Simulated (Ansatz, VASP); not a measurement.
# Two plane-wave programs on YZn

```
Y Zn
1.0
     0.00000    2.96299    2.96299
     2.96299    0.00000    2.96299
     2.96299    2.96299    0.00000
Y Zn
1 1
Direct
  0.00000 0.00000 0.00000
  0.50000 0.50000 0.50000
```

Alike in both runs: functional LDA; k mesh 11 × 11 × 11; occupations fermi-dirac, width 0.05 eV; no spin polarisation.

Ansatz relaxed the structure, and its values are those at the end. VASP's run is a single point on that final structure, the one shown.

```csv
,VASP,Ansatz
version,VASP 6.6.1,Ansatz 0.2.0
potentials or method,"VASP PAW LDA potentials, release 64 (Y_sv, Zn)","PAW with Ansatz's default frozen-core files, scalar-relativistic"
plane-wave cutoff (eV),520,420
valence electrons in the cell,23,23
```

```csv
,VASP,Ansatz,Ansatz less VASP
pressure (GPa),-4.4,-4.5,-0.09
```

LDA's correlation is that of Perdew and Zunger in VASP and of Perdew and Wang (1992) in Ansatz. Ansatz's warnings: stress scf threshold loose.
